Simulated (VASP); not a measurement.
# Li (P6_3/mmc) in VASP: a series of runs, part 2 of 2

VASP 6.6.1. Earlier steps stand in the parts before.

### Step 3. Relaxation of cell and atoms, PBE+D3(BJ)

This run uses another cell than the first one, of 20.37 Å³/atom.

INCAR reads:

```
SYSTEM = Li
PREC = Accurate
ENCUT = 600
EDIFF = 1E-7
ISMEAR = 0
SIGMA = 0.1
LREAL = .FALSE.
LASPH = .TRUE.
NELM = 80
ALGO = Fast
ISIF = 3
LWAVE = .FALSE.
LCHARG = .FALSE.
GGA = PE
IVDW = 12
IBRION = 2
NSW = 100
EDIFFG = -0.005
```

KPOINTS reads:

```
regular mesh
0
G
  18 18 4
  0 0 0
```

POSCAR reads:

```
Li
1.0
    3.0343856762      0.0000000000      0.0000000000
   -1.5171928381      2.6278550805      0.0000000000
    0.0000000000      0.0000000000     10.2162076700
Li
4
Direct
    0.0000000000      0.0000000000      0.0000000000
    0.3333333300      0.6666666700      0.2500000000
    0.0000000000      0.0000000000      0.5000000000
    0.6666666700      0.3333333300      0.7500000000
```

Potentials or basis: VASP PAW PBE potentials, release 64 (Li_sv).

On the command line:

```console
$ cat potpaw_PBE.64/Li_sv/POTCAR > POTCAR
$ mpirun -np 1 vasp_std > vasp.out
```

OUTCAR:

```text
SYSTEM = Li
   PREC = Accurate
   ENCUT = 600
   EDIFF = 1E-7
   ISMEAR = 0
   LREAL = .FALSE.
   LASPH = .TRUE.
   NELM = 80
   ISIF = 3
   GGA = PE
   IVDW = 12
   IBRION = 2
   NSW = 100
   EDIFFG = -0.005
 IVDW          = 12

 ion  position               nearest neighbor table
   1  0.000  0.000  0.000-
   2  0.333  0.667  0.250-
   3  0.000  0.000  0.500-
   4  0.667  0.333  0.750-

  LATTYP: Found a hexagonal cell.
 ALAT       =     3.0343856762
 C/A-ratio  =     3.3668125150

  Lattice vectors:

 A1 = (   3.0343856762,   0.0000000000,   0.0000000000)
 A2 = (  -1.5171928381,   2.6278550805,   0.0000000000)
 A3 = (   0.0000000000,   0.0000000000,  10.2162076700)

Analysis of symmetry for initial positions (statically):
=====================================================================
 Subroutine PRICEL returns:
 Original cell was already a primitive cell.

 Routine SETGRP: Setting up the symmetry group for a
 hexagonal supercell.

 Subroutine GETGRP returns: Found 24 space group operations
 (whereof 12 operations were pure point group operations)
 out of a pool of 24 trial point group operations.

The static configuration has the point symmetry D_3d.
 The point group associated with its full space group is D_6h.

Analysis of symmetry for dynamics (positions and initial velocities):
=====================================================================
 Subroutine PRICEL returns:
 Original cell was already a primitive cell.

 Routine SETGRP: Setting up the symmetry group for a
 hexagonal supercell.

 Subroutine GETGRP returns: Found 24 space group operations
 (whereof 12 operations were pure point group operations)
 out of a pool of 24 trial point group operations.

The dynamic configuration has the point symmetry D_3d.
 The point group associated with its full space group is D_6h.

 Subroutine INISYM returns: Found 24 space group operations
 (whereof 12 operations are pure point group operations),
 and found     1 'primitive' translations

----------------------------------------------------------------------------------------

[... 110 lines left out ...]
   EFERMI =   0.00;   METHOD = LEGACY
   ISMEAR =     0;   SIGMA  =   0.10  broadening in eV -4-tet -1-fermi 0-gaus
   EFERMI_NEDOS =   21; number of points for ismear=-14 and -15
   IALGO  =     68    algorithm
   IMIX   =      4    mixing-type and parameters
     AMIX     =   0.40;   BMIX     =  1.00
     AMIX_MAG =   1.60;   BMIX_MAG =  1.00
  volume/ion in A,a.u.               =      20.37       137.44
  Fermi-wavevector in a.u.,A,eV,Ry     =   0.864599  1.633855 10.170777  0.747531
  Thomas-Fermi vector in A             =   1.982719
   LORBIT       =      0    0 simple, 1 ext, 2 COOP (PROOUT), +10 PAW based schemes
   GGA     = PE    functional components
   LHFCALC =     F    Hartree Fock is set to
   AEXX    =    0.0000 exact exchange contribution
   IVDW    =    12    specifies the selected vdW correction
   LEPSILON=     F    determine dielectric tensor
   LRPA    =     F    only Hartree local field effects (RPA)
 conjugate gradient relaxation of ions
 non-spin polarized calculation
 RMM-DIIS sequential band-by-band and
 Gauss-broadening in eV      SIGMA  =   0.10
  energy-cutoff  :      600.00
  volume of cell :       81.46
 maximum number of plane-waves:      2754
   NGX = 13   NGY = 13   NGZ = 41

--------------------------------------- Ionic step        1  -------------------------------------------

 number of electron      11.9999989 magnetization

 Free energy of the ion-electron system (eV)
  ---------------------------------------------------
  ext. energy  EPLUGINS =         0.00000000
  ---------------------------------------------------
  free energy    TOTEN  =        -7.62670050 eV

  energy without entropy =       -7.61691324  energy(sigma->0) =       -7.62180687

------------------------ aborting loop because EDIFF is reached ----------------------------------------

 Edisp (eV)   -0.67297

 E8    (eV) :    -0.2803
[... 243 lines left out ...]
--------------------------------------- Ionic step        7  -------------------------------------------

 number of electron      12.0000035 magnetization

 Free energy of the ion-electron system (eV)
  ---------------------------------------------------
  ext. energy  EPLUGINS =         0.00000000
  ---------------------------------------------------
  free energy    TOTEN  =        -7.59032615 eV

  energy without entropy =       -7.58039324  energy(sigma->0) =       -7.58535969

 E-fermi :   0.9720     XC(G=0):  -7.3372

 val. band max:        0.9598703529   @ k =   0.2222   0.0556   0.5000
 cond. band min:       0.9944507393   @ k =   0.4444   0.0000   0.2500
 fundamental gap:      0.0345803864
 Fermi energy:         0.9719865512

 k-point     1 :       0.0000    0.0000    0.0000
  band No.  band energies     occupation
      1     -45.3627      2.00000
      2     -45.3497      2.00000
      3     -45.3479      2.00000
      4     -45.3349      2.00000
      5      -2.7420      2.00000
      6      -1.5992      2.00000
      7      -1.5987      2.00000
      8       0.8449      1.92779
      9       4.2211      0.00000
     10       9.4777      0.00000
[... 287 lines left out ...]
 k-point    24 :       0.3889    0.1111    0.0000
  band No.  band energies     occupation
      1     -45.3339      2.00000
      2     -45.3303      2.00000
      3     -45.3285      2.00000
      4     -45.3249      2.00000
      5       0.6310      2.00000
      6       1.5606      0.00000
      7       1.6162      0.00000
      8       2.9114      0.00000
      9       5.0039      0.00000
     10       5.1487      0.00000

 [... further k-points ...]

------------------------ aborting loop because EDIFF is reached ----------------------------------------

 Edisp (eV)   -0.76094

 E8    (eV) :    -0.3163
[... 27 lines left out ...]
  FREE ENERGIE OF THE ION-ELECTRON SYSTEM (eV)
  ---------------------------------------------------
  free  energy   TOTEN  =        -8.3512629007 eV

  energy  without entropy=       -8.3413299915  energy(sigma->0) =       -8.34629645

 reached required accuracy - stopping structural energy minimisation
```

OSZICAR:

```text
N       E                     dE             d eps       ncg     rms          rms(c)
DAV:   1     0.290028393608E+02    0.29003E+02   -0.57871E+03  2220   0.124E+03
DAV:   2     0.180759739611E+01   -0.27195E+02   -0.26476E+02  2478   0.195E+02
DAV:   3    -0.726715167714E+01   -0.90747E+01   -0.90026E+01  4318   0.618E+01
[... 82 lines left out ...]
RMM:   4    -0.759032734000E+01   -0.15697E-05   -0.26791E-05  3041   0.562E-02    0.330E-03
RMM:   5    -0.759032653769E+01    0.80230E-06   -0.51171E-06  3024   0.215E-02    0.469E-03
RMM:   6    -0.759032635883E+01    0.17887E-06   -0.80924E-07  2267   0.872E-03    0.335E-03
RMM:   7    -0.759032615674E+01    0.20209E-06   -0.14676E-07  1686   0.500E-03    0.317E-03
RMM:   8    -0.759032614520E+01    0.11540E-07   -0.39720E-08  1611   0.393E-03
   7 F= -.83512629E+01 E0= -.83462964E+01  d E =-.136248E-03
```

It took 3.6 min on 1 thread of Intel Xeon 6975P-C (Granite Rapids), shared host; peak memory 0.27 GiB.

What came out:

| Property | Result |
| --- | --- |
| Free energy | -8.3513 eV |
| Relaxed volume | 18.02 Å³/atom |
| Relaxed cell | a = 2.934 Å, b = 2.934 Å, c = 9.672 Å, α = 90.00°, β = 90.00°, γ = 120.00° |
| Space group after relaxing (to 0.1 Å) | P6_3/mmc (No. 194) |
| Energy gained by relaxing | 12.9 meV/atom |
| Ionic steps | 7 |
| Pressure after relaxing | 0.0 GPa |
| Band gap on the k mesh | zero (bands 6 and 7 overlap by 4.25 eV) |
| Dispersion energy per atom | -0.190 eV |

Step by step:
```csv
step,energy change (eV),largest force (eV/Å),pressure (GPa),volume (Å³)
1,0.0000,0.0000,-1.53,81.46
2,-0.0204,0.0000,-1.24,79.18
3,-0.0498,0.0000,-0.31,73.56
4,-0.0514,0.0000,0.04,71.83
5,-0.0515,0.0000,0.01,72.02
6,-0.0515,0.0000,0.00,72.04
7,-0.0516,0.0000,-0.01,72.09
```

Final structure:
```cif
data_structure
_symmetry_space_group_name_H-M 'P 1'
_symmetry_Int_Tables_number 1
_cell_length_a 2.9337
_cell_length_b 2.9337
_cell_length_c 9.6719
_cell_angle_alpha 90.000
_cell_angle_beta 90.000
_cell_angle_gamma 120.000
_cell_volume 72.09
loop_
_atom_site_label
_atom_site_type_symbol
_atom_site_fract_x
_atom_site_fract_y
_atom_site_fract_z
_atom_site_occupancy
Li1 Li 0.00000 0.00000 0.00000 1
Li2 Li 0.33333 0.66667 0.25000 1
Li3 Li 0.00000 0.00000 0.50000 1
Li4 Li 0.66667 0.33333 0.75000 1
```

Caveat: the cutoff is under 1.25 times the usual one of these potentials, so pressure, stress and relaxed cells hold a basis-set (Pulay) error.

### Step 4. Relaxation of cell and atoms, PBE+D3(BJ)

INCAR reads:

```
  ALGO = Fast
  EDIFF = 1E-6
  EDIFFG = -0.005
  ENCUT = 600
  GGA = PE
  IBRION = 2
  ISIF = 3
  ISMEAR = 0
  IVDW = 12
  LASPH = True
  LCHARG = False
  LREAL = False
  LWAVE = False
  NELM = 80
  NSW = 100
  PREC = Accurate
  SIGMA = 0.1
```

KPOINTS reads:

```
k-points
0
Gamma
  18 18 6
```

POSCAR reads:

```
Li
1.0
    2.9464001341      0.0000000000      0.0000000000
   -1.4732000671      2.5516573659      0.0000000000
    0.0000000000      0.0000000000      9.7121036424
Li
4
Direct
    0.0000000000      0.0000000000      0.0000000000
    0.3333333333      0.6666666667      0.2500000000
    0.0000000000      0.0000000000      0.5000000000
    0.6666666667      0.3333333333      0.7500000000
```

On the command line:

```console
$ cat potpaw_PBE.64/Li_sv/POTCAR > POTCAR
$ mpirun -np 1 vasp_std > vasp.out
```

Wall time 3.6 min (1 thread of Intel Xeon 6975P-C (Granite Rapids), shared host); peak memory 0.27 GiB.

Results (log left out):

- Free energy: -8.3418 eV
- Relaxed volume: 18.10 Å³/atom
- Relaxed cell: a = 2.942 Å, b = 2.942 Å, c = 9.655 Å, α = 90.00°, β = 90.00°, γ = 120.00°
- Space group after relaxing (to 0.1 Å): P6_3/mmc (No. 194)
- Energy gained by relaxing: 0.1 meV/atom
- Ionic steps: 5
- Pressure after relaxing: 0.0 GPa
- Band gap on the k mesh: zero (bands 6 and 7 overlap by 4.22 eV)
- Dispersion energy per atom: -0.189 eV

The path:
```csv
step,energy change (eV),largest force (eV/Å),pressure (GPa),volume (Å³)
1,0.0000,0.0000,-0.07,73.02
2,-0.0001,0.0000,-0.10,72.93
3,-0.0003,0.0000,-0.06,72.66
4,-0.0002,0.0000,0.06,72.12
5,-0.0003,0.0000,0.03,72.39
```

Final structure:
```cif
data_structure
_symmetry_space_group_name_H-M 'P 1'
_symmetry_Int_Tables_number 1
_cell_length_a 2.9424
_cell_length_b 2.9424
_cell_length_c 9.6548
_cell_angle_alpha 90.000
_cell_angle_beta 90.000
_cell_angle_gamma 120.000
_cell_volume 72.39
loop_
_atom_site_label
_atom_site_type_symbol
_atom_site_fract_x
_atom_site_fract_y
_atom_site_fract_z
_atom_site_occupancy
Li1 Li 0.00000 0.00000 0.00000 1
Li2 Li 0.33333 0.66667 0.25000 1
Li3 Li 0.00000 0.00000 0.50000 1
Li4 Li 0.66667 0.33333 0.75000 1
```

Levels at points of the mesh, in eV from the Fermi level:
| k point | band 3 | band 4 | band 5 | band 6 | band 7 | band 8 | band 9 | band 10 |
| --- | --- | --- | --- | --- | --- | --- | --- | --- |
| (0.00, 0.00, 0.00) | -46.32 | -46.30 | -3.69 | -2.54 | -2.54 | -0.08 | 3.29 | 8.58 |
| (0.50, 0.00, 0.00) | -46.30 | -46.29 | -0.07 | 0.55 | 0.72 | 1.39 | 3.76 | 3.79 |
| (0.00, 0.00, 0.50) | -46.31 | -46.31 | -3.40 | -3.40 | -1.18 | -1.18 | 5.10 | 5.10 |
| (0.50, 0.00, 0.50) | -46.29 | -46.29 | 0.12 | 0.12 | 1.16 | 1.16 | 4.05 | 4.05 |

Caveat: the cutoff is under 1.25 times the usual one of these potentials, so pressure, stress and relaxed cells hold a basis-set (Pulay) error.

### Step 5. Relaxation of shape and atoms at fixed volume, PBE+D3(BJ) (16.61 Å³/atom)

This run uses another cell than the first one, of 16.61 Å³/atom.

INCAR reads:

```
ALGO = Fast ; EDIFF = 1E-7
EDIFFG = -0.01 ; ENCUT = 600
GGA = PE ; IBRION = 2
ISIF = 4 ; ISMEAR = 0
IVDW = 12 ; LASPH = T
LCHARG = F ; LREAL = F
LWAVE = F ; NELM = 80
NSW = 50 ; PREC = Accurate
SIGMA = 0.1
```

KPOINTS is that of step 4.

POSCAR reads:

```
Li
1.0
    2.8587418405      0.0000000000      0.0000000000
   -1.4293709203      2.4757430567      0.0000000000
    0.0000000000      0.0000000000      9.3879925392
Li
4
Direct
    0.0000000000      0.0000000000      0.0000000000
    0.3333333333      0.6666666667      0.2500000000
    0.0000000000      0.0000000000      0.5000000000
    0.6666666667      0.3333333333      0.7500000000
```

On the command line:

```console
$ cat potpaw_PBE.64/Li_sv/POTCAR > POTCAR
$ mpirun -np 1 vasp_std > vasp.out
```

Run time: 2.7 min. Hardware: 1 thread of Intel Xeon 8259CL, shared host; peak memory 0.26 GiB.

Results (log left out):

* Free energy: -8.3067 eV
* Pressure after relaxing: 1.6 GPa
* Band gap on the k mesh: zero (bands 6 and 7 overlap by 4.36 eV)
* Dispersion energy per atom: -0.207 eV

Final structure:
```
Li
1.0
     2.85874    0.00000    0.00000
    -1.42937    2.47574    0.00000
     0.00000    0.00000    9.38799
Li
4
Direct
  0.00000 0.00000 0.00000
  0.33333 0.66667 0.25000
  0.00000 0.00000 0.50000
  0.66667 0.33333 0.75000
```

Levels at points of the mesh, in eV from the Fermi level:
```tsv
k point	band 2	band 3	band 4	band 5	band 6	band 7	band 8	band 9	band 10
(0.00, 0.00, 0.00)	-46.18	-46.17	-46.16	-3.79	-2.62	-2.62	-0.13	3.61	9.10
(0.50, 0.00, 0.00)	-46.15	-46.15	-46.14	-0.10	0.59	0.72	1.48	4.10	4.24
(0.00, 0.00, 0.50)	-46.19	-46.16	-46.16	-3.50	-3.50	-1.22	-1.22	5.46	5.46
(0.50, 0.00, 0.50)	-46.15	-46.14	-46.14	0.11	0.11	1.23	1.23	4.35	4.40
```

Caveat: the cutoff is under 1.25 times the usual one of these potentials, so pressure, stress and relaxed cells hold a basis-set (Pulay) error; the relaxation stopped at its first step, so nothing moved.

### Step 6. Overview

```tsv
task	cell	k mesh	cutoff (eV)	gap on the mesh (eV)	pressure (GPa)	relaxed volume (Å³/atom)
single point	a = 2.946, b = 2.946, c = 9.712 Å, angles 90.0, 90.0, 120.0°, 4 atoms	18 × 18 × 4	520	none	-	-
relaxation of cell and atoms	relaxed from a = 3.034, b = 3.034, c = 10.216 Å, angles 90.0, 90.0, 120.0°, 4 atoms	18 × 18 × 4	600	none	0.0	18.02
relaxation of cell and atoms	relaxed from a = 2.946, b = 2.946, c = 9.712 Å, angles 90.0, 90.0, 120.0°, 4 atoms	18 × 18 × 6	600	none	0.0	18.10
relaxation of shape and atoms at fixed volume	relaxed from a = 2.859, b = 2.859, c = 9.388 Å, angles 90.0, 90.0, 120.0°, 4 atoms	18 × 18 × 6	600	none	1.6	-
```

Alike in all rows: level PBE+D3(BJ); potentials or basis VASP PAW PBE potentials, release 64 (Li_sv); no spin polarisation; smearing gaussian 0.1 eV.

Caveats: the cutoff is under 1.25 times the usual one of these potentials, so pressure, stress and relaxed cells hold a basis-set (Pulay) error; the relaxation stopped at its first step, so nothing moved (at least some runs).

Total energies depend on the potentials used, so only differences within one code and one set of settings carry meaning.
